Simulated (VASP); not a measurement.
# O (P-1) in VASP: notebook

O is run at these levels: r2SCAN; tasks: single point.

Program: VASP 6.6.1. These are calculated values, not measurements. Logs are shortened: lines on timing, memory, paths and dates and some standing lists are left out, and cuts for length are marked.

**1. The cell of the first run**

The typed cell holds 2 atoms: a = 3.057 Å, b = 3.163 Å, c = 3.050 Å, α = 58.60°, β = 61.74°, γ = 60.54°.

**2. Single point, r2SCAN**

Input file POSCAR:

```
O
1.0
   -0.0204900000      2.1219600000      2.2011500000
    2.2665200000     -0.0253100000      2.2059600000
    2.2253300000      2.0855800000      0.0158800000
O
2
Direct
    0.2453103443      0.2558375535      0.2492289877
    0.0048800000      0.9865200000      0.0070100000
```

Input file INCAR.step1:

```
SYSTEM = O
ALGO = Normal ; EDIFF = 1E-4
ENCUT = 520 ; GGA = PE
ISMEAR = -1 ; LASPH = .True.
LCHARG = .False. ; LREAL = .False.
LWAVE = .True. ; NBANDS = 13
NELM = 100 ; PREC = Accurate
SIGMA = 0.1
```

Input file INCAR.step2:

```
SYSTEM = O
ALGO = Normal ; EDIFF = 1E-6
ENCUT = 520 ; ISIF = 2
ISMEAR = -1 ; ISTART = 1
LASPH = .True. ; LCHARG = .False.
LMIXTAU = .True. ; LREAL = .False.
LWAVE = .False. ; METAGGA = R2SCAN
NBANDS = 13 ; NELM = 100
PREC = Accurate ; SIGMA = 0.1
```

Input file KPOINTS:

```
k-points
0
Gamma
  5 5 5
  0 0 0
```

Potentials or basis: VASP PAW PBE potentials, release 64 (O).

Command:

```bash
> cat potpaw_PBE.64/O/POTCAR > POTCAR
> cp INCAR.step1 INCAR
> mpirun -np 1 vasp_std > vasp.out
> cp INCAR.step2 INCAR
> mpirun -np 1 vasp_std > vasp.out
```

OUTCAR:

```text
SYSTEM = O
   EDIFF = 1E-6
   ENCUT = 520
   ISIF = 2
   ISMEAR = -1
   ISTART = 1
   LASPH = .True.
   LREAL = .False.
   METAGGA = R2SCAN
   NELM = 100
   PREC = Accurate

 ion  position               nearest neighbor table
   1  0.245  0.256  0.249-   2 1.87   2 1.89   2 1.90   2 1.94
   2  0.005  0.987  0.007-   1 1.87   1 1.89   1 1.90   1 1.94

  LATTYP: Found a triclinic cell.
 ALAT       =     3.0420393841
 B/A-ratio  =     1.4435357955
 C/A-ratio  =     1.0312390170
 COS(alpha) =     0.0032442887
 COS(beta)  =     0.4859418905
 COS(gamma) =     0.7182423562

  Lattice vectors:

 A1 = (  -0.0411900000,   2.1108900000,  -2.1900800000)
 A2 = (  -0.0207000000,  -0.0110700000,  -4.3912300000)
 A3 = (  -2.2870100000,   2.1472700000,  -0.0048100000)

Analysis of symmetry for initial positions (statically):
=====================================================================
 Subroutine PRICEL returns:
 Original cell was already a primitive cell.

 Routine SETGRP: Setting up the symmetry group for a
 triclinic supercell.

 Subroutine GETGRP returns: Found  2 space group operations
 (whereof  1 operations were pure point group operations)
 out of a pool of  2 trial point group operations.

The static configuration has the point symmetry C_1 .
 The point group associated with its full space group is S_2 .

Analysis of symmetry for dynamics (positions and initial velocities):
=====================================================================
 Subroutine PRICEL returns:
 Original cell was already a primitive cell.

 Routine SETGRP: Setting up the symmetry group for a
 triclinic supercell.

 Subroutine GETGRP returns: Found  2 space group operations
 (whereof  1 operations were pure point group operations)
 out of a pool of  2 trial point group operations.

The dynamic configuration has the point symmetry C_1 .
 The point group associated with its full space group is S_2 .

 Subroutine INISYM returns: Found  2 space group operations
 (whereof  1 operations are pure point group operations),
 and found     1 'primitive' translations

----------------------------------------------------------------------------------------

                                     Primitive cell

  volume of cell :      20.9634

  direct lattice vectors                    reciprocal lattice vectors
    -0.020490000  2.121960000  2.201150000    -0.219482786  0.232452461  0.228175260
     2.266520000 -0.025310000  2.205960000     0.217377676 -0.233674299  0.227291000
[... 94 lines left out ...]
   TEBEG  =    0.0;   TEEND  =   0.0 temperature during run
   PSTRESS=    0.0 pullay stress
   NELECT =      12.0000    total number of electrons
   NUPDOWN=      -1.0000    fix difference up-down
   EMIN   =  10.00;   EMAX   =-10.00  energy-range for DOS
   EFERMI =   0.00;   METHOD = LEGACY
   ISMEAR =    -1;   SIGMA  =   0.10  broadening in eV -4-tet -1-fermi 0-gaus
   EFERMI_NEDOS =   21; number of points for ismear=-14 and -15
   IALGO  =     38    algorithm
   IMIX   =      4    mixing-type and parameters
     AMIX     =   0.40;   BMIX     =  1.00
     AMIX_MAG =   1.60;   BMIX_MAG =  1.00
  volume/ion in A,a.u.               =      10.48        70.73
  Fermi-wavevector in a.u.,A,eV,Ry     =   1.359298  2.568700 25.139353  1.847690
  Thomas-Fermi vector in A             =   2.486058
   LORBIT       =      0    0 simple, 1 ext, 2 COOP (PROOUT), +10 PAW based schemes
   METAGGA = R2SCAN    functional components
   LHFCALC =     F    Hartree Fock is set to
   AEXX    =    0.0000 exact exchange contribution
   IVDW    =     0    specifies the selected vdW correction
   LEPSILON=     F    determine dielectric tensor
   LRPA    =     F    only Hartree local field effects (RPA)
 non-spin polarized calculation
  energy-cutoff  :      520.00
  volume of cell :       20.96
 maximum number of plane-waves:       575
   NGX = 11   NGY = 11   NGZ = 11

 number of electron      11.9999998 magnetization

 Free energy of the ion-electron system (eV)
  ---------------------------------------------------
  ext. energy  EPLUGINS =         0.00000000
  ---------------------------------------------------
  free energy    TOTEN  =        -7.53407618 eV

  energy without entropy =       -7.48221384  energy(sigma->0) =       -7.50814501

 E-fermi :   0.2588     XC(G=0): -10.8027

 val. band max:        0.2227154143   @ k =   0.2000   0.4000   0.2000
 cond. band min:       0.2601983562   @ k =   0.0000  -0.2000   0.2000
 fundamental gap:      0.0374829420
 Fermi energy:         0.2588128083

 k-point     1 :       0.0000    0.0000    0.0000
  band No.  band energies     occupation
      1     -22.5640      2.00000
      2     -14.3513      2.00000
      3      -4.1827      2.00000
      4      -3.6935      2.00000
      5      -3.3546      2.00000
      6      -0.7665      1.99993
      7      -0.3993      1.99723
      8      -0.0559      1.91756
      9      10.4874      0.00000
     10      24.0658      0.00000
     11      24.5052      0.00000
     12      24.7269      0.00000
     13      25.7460      0.00000
[... 354 lines left out ...]
  band No.  band energies     occupation
      1     -20.9818      2.00000
      2     -16.9529      2.00000
      3      -5.6930      2.00000
      4      -4.8793      2.00000
      5      -2.8732      2.00000
      6      -0.4792      1.99875
      7       1.0703      0.00060
      8       1.4546      0.00001
      9      13.1090      0.00000
     10      16.1662      0.00000
     11      23.0253      0.00000
     12      23.6794      0.00000
     13      28.6538      0.00000

 [... further k-points ...]

------------------------ aborting loop because EDIFF is reached ----------------------------------------

  FORCE on cell =-STRESS in cart. coord.  units (eV):
  Direction    XX          YY          ZZ          XY          YZ          ZX
  --------------------------------------------------------------------------------------
  -------------------------------------------------------------------------------------
  Total        0.0237199     -0.7633934     -0.4142509      0.1226467      0.7838786     -0.9748469
  in kB        1.8128456    -58.3441072    -31.6600848      9.3735557     59.9097390    -74.5049361
  external PRESSURE =     -29.3971155 kB  Pullay stress =       0.0000000 kB

 VOLUME and BASIS-vectors are now :
 -----------------------------------------------------------------------------
  energy-cutoff  :      520.00
  volume of cell :       20.96
      direct lattice vectors                 reciprocal lattice vectors
    -0.020490000  2.121960000  2.201150000    -0.219482786  0.232452461  0.228175260
     2.266520000 -0.025310000  2.205960000     0.217377676 -0.233674299  0.227291000
     2.225330000  2.085580000  0.015880000     0.225949386  0.240139855 -0.229397117

 POSITION                                       TOTAL-FORCE (eV/Angst)
 -----------------------------------------------------------------------------------
      1.12945      1.03385      1.10829         0.950832     -1.008523      0.048343
      2.25147      0.00001      2.18708        -0.950832      1.008523     -0.048343
 -----------------------------------------------------------------------------------
    total drift:                               -0.000005      0.000020     -0.000015

  FREE ENERGIE OF THE ION-ELECTRON SYSTEM (eV)
  ---------------------------------------------------
  free  energy   TOTEN  =        -7.5340761763 eV

  energy  without entropy=       -7.4822138397  energy(sigma->0) =       -7.50814501
```

OUTCAR.step1:

```text
SYSTEM = O
   EDIFF = 1E-4
   ENCUT = 520
   GGA = PE
   ISMEAR = -1
[... 612 lines left out ...]
      1.12945      1.03385      1.10829         0.723221     -0.765463      0.031449
      2.25147      0.00001      2.18708        -0.723221      0.765463     -0.031449
 -----------------------------------------------------------------------------------
    total drift:                               -0.000006      0.000021     -0.000015

  FREE ENERGIE OF THE ION-ELECTRON SYSTEM (eV)
  ---------------------------------------------------
  free  energy   TOTEN  =        -6.2269940841 eV

  energy  without entropy=       -6.1708661588  energy(sigma->0) =       -6.19893012
```

OSZICAR.step1:

```text
N       E                     dE             d eps       ncg     rms          rms(c)
DAV:   1     0.362459111909E+02    0.36246E+02   -0.66439E+03  1670   0.873E+02
DAV:   2    -0.514370092175E+01   -0.41390E+02   -0.39384E+02  2014   0.180E+02
DAV:   3    -0.623150288837E+01   -0.10878E+01   -0.10760E+01  2003   0.269E+01
DAV:   4    -0.623427379526E+01   -0.27709E-02   -0.27708E-02  2048   0.166E+00
DAV:   5    -0.623428362195E+01   -0.98267E-05   -0.98266E-05  1843   0.885E-02    0.131E+00
DAV:   6    -0.622716193830E+01    0.71217E-02   -0.82088E-03  2103   0.563E-01    0.650E-01
DAV:   7    -0.622680642415E+01    0.35551E-03   -0.66288E-03  2078   0.529E-01    0.104E-01
DAV:   8    -0.622698819474E+01   -0.18177E-03   -0.42012E-04  1973   0.172E-01    0.137E-02
DAV:   9    -0.622699408412E+01   -0.58894E-05   -0.16705E-05  1224   0.343E-02
   1 F= -.62269941E+01 E0= -.61989301E+01  d E =-.561279E-01
```

It took 18 s on 1 thread of Intel Xeon 6975P-C (Granite Rapids), shared host; peak memory 0.13 GiB.

What came out:

```
Free energy            : -7.5341 eV
Pressure               : -2.9 GPa
Largest force          : 1.387 eV/Å
Band gap on the k mesh : zero (band 6 reaches 0.47 eV, above the bottom of band 7 at -0.40 eV)
```

Forces in eV/Å, atoms in the order of the input:
```
O    0.951 -1.009  0.048
O   -0.951  1.009 -0.048
```

Stress tensor (GPa, compression positive):
```
 0.18  0.94 -7.45
 0.94 -5.83  5.99
-7.45  5.99 -3.17
```

Caveat: the k points lie up to 0.50 Å⁻¹ apart; the PAW data sets were made with another functional, which shifts forces and pressure a little.

**3. Single point, r2SCAN**

Edit POSCAR of step 2 so:

```diff
@@ -8,3 +8,3 @@
 Direct
-    0.2453103443      0.2558375535      0.2492289877
+    0.2540896557      0.2471424465      0.2401910123
     0.0048800000      0.9865200000      0.0070100000
```

Input file INCAR.step1:

```
SYSTEM = O
PREC     = Accurate       ! precision mode
ENCUT    = 520            ! plane-wave cutoff, eV
ISMEAR   = -1             ! smearing method
SIGMA    = 0.1            ! smearing width, eV
LREAL    = .False.        ! projectors in reciprocal space
LASPH    = .True.         ! aspherical terms in the spheres
NELM     = 60             ! most SCF steps
NBANDS   = 13             ! bands
GGA      = PE             ! functional
ALGO     = Normal         ! electronic algorithm
EDIFF    = 1E-4           ! SCF threshold, eV
LWAVE    = .True.         ! write WAVECAR
LCHARG   = .False.        ! write CHGCAR
```

Input file INCAR.step2:

```
SYSTEM = O
PREC     = Accurate       ! precision mode
ENCUT    = 520            ! plane-wave cutoff, eV
EDIFF    = 1E-6           ! SCF threshold, eV
ISMEAR   = -1             ! smearing method
SIGMA    = 0.1            ! smearing width, eV
LREAL    = .False.        ! projectors in reciprocal space
LASPH    = .True.         ! aspherical terms in the spheres
NELM     = 60             ! most SCF steps
ALGO     = Normal         ! electronic algorithm
ISIF     = 2              ! what is computed and relaxed
LWAVE    = .False.        ! write WAVECAR
LCHARG   = .False.        ! write CHGCAR
METAGGA  = R2SCAN         ! meta-GGA
LMIXTAU  = .True.       
NBANDS   = 13             ! bands
ISTART   = 1
```

Input file KPOINTS:

```
regular mesh
0
Gamma
  5 5 5
  0 0 0
```

Potentials or basis: VASP PAW PBE potentials, release 64 (O).

Command:

```bash
> cat potpaw_PBE.64/O/POTCAR > POTCAR
> cp INCAR.step1 INCAR
> mpirun -np 1 vasp_std > vasp.out
> cp INCAR.step2 INCAR
> mpirun -np 1 vasp_std > vasp.out
```

Wall time 19 s (1 thread of Intel Xeon 6975P-C (Granite Rapids), shared host); peak memory 0.13 GiB.

The run converged. Its results:

```yaml
Free_energy: -7.5195 eV
Pressure: -2.8 GPa
Largest_force: 1.026 eV/Å
Band_gap_on_the_k_mesh: zero (band 6 reaches 0.50 eV, above the bottom of band 7 at -0.50 eV)
```

Forces on the atoms (eV/Å):
```
O   -0.212 -0.979 -0.221
O    0.212  0.979  0.221
```

Stress tensor (GPa, compression positive):
```
 0.51  0.05 -7.82
 0.05 -5.74 -2.18
-7.82 -2.18 -3.22
```

Levels at points of the mesh, in eV from the Fermi level:
| k point | band 3 | band 4 | band 5 | band 6 | band 7 | band 8 | band 9 | band 10 |
| --- | --- | --- | --- | --- | --- | --- | --- | --- |
| (0.00, 0.00, 0.00) | -4.39 | -3.92 | -3.69 | -0.90 | -0.76 | -0.33 | 10.23 | 23.82 |

Caveat: the k points lie up to 0.50 Å⁻¹ apart; the PAW data sets were made with another functional, which shifts forces and pressure a little.

**4. Single point, r2SCAN**

This run uses another cell than the first one, of 10.53 Å³/atom, 1.005 times its volume.

Input file POSCAR:

```
O
1.0
   -0.0205240932      2.1254907220      2.2048124860
    2.2702912549     -0.0253521132      2.2096304893
    2.2290327190      2.0890501894      0.0159064227
O
2
Direct
    0.2497000000      0.2514900000      0.2447100000
    0.0048800000      0.9865200000      0.0070100000
```

Input file INCAR.step1:

```
SYSTEM = O
PREC = Accurate
ENCUT = 520
ISMEAR = -1
SIGMA = 0.1
LREAL = .False.
LASPH = .True.
NELM = 60
NBANDS = 13
GGA = PE
ALGO = Normal
EDIFF = 1E-4
LWAVE = .True.
LCHARG = .False.
```

Input file INCAR.step2:

```
SYSTEM = O
PREC = Accurate
ENCUT = 520
EDIFF = 1E-6
ISMEAR = -1
SIGMA = 0.1
LREAL = .False.
LASPH = .True.
NELM = 60
ALGO = Normal
ISIF = 2
LWAVE = .False.
LCHARG = .False.
METAGGA = R2SCAN
LMIXTAU = .True.
NBANDS = 13
ISTART = 1
```

Input file KPOINTS:

```
Automatic mesh
0
Gamma
  5 5 5
  0 0 0
```

Command:

```bash
> cat potpaw_PBE.64/O/POTCAR > POTCAR
> cp INCAR.step1 INCAR
> mpirun -np 1 vasp_std > vasp.out
> cp INCAR.step2 INCAR
> mpirun -np 1 vasp_std > vasp.out
```

Run time: 18 s. Hardware: 1 thread of Intel Xeon 6975P-C (Granite Rapids), shared host; peak memory 0.13 GiB.

Results (log left out):

- Free energy: -7.5192 eV
- Pressure: -3.4 GPa
- Largest force: 1.041 eV/Å
- Band gap on the k mesh: zero (band 6 reaches 0.48 eV, above the bottom of band 7 at -0.53 eV)

Forces on the atoms (eV/Å):
```
O    0.361 -0.973 -0.088
O   -0.361  0.973  0.088
```

Stress tensor (GPa, compression positive):
```
-0.23  0.50 -7.53
 0.50 -6.28  1.88
-7.53  1.88 -3.74
```

Levels at points of the mesh, in eV from the Fermi level:
| k point | band 2 | band 3 | band 4 | band 5 | band 6 | band 7 | band 8 | band 9 | band 10 | band 11 |
| --- | --- | --- | --- | --- | --- | --- | --- | --- | --- | --- |
| (0.00, 0.00, 0.00) | -14.63 | -4.38 | -3.84 | -3.72 | -0.91 | -0.73 | -0.33 | 10.22 | 23.78 | 24.22 |

Caveat: the k points lie up to 0.50 Å⁻¹ apart; the PAW data sets were made with another functional, which shifts forces and pressure a little.
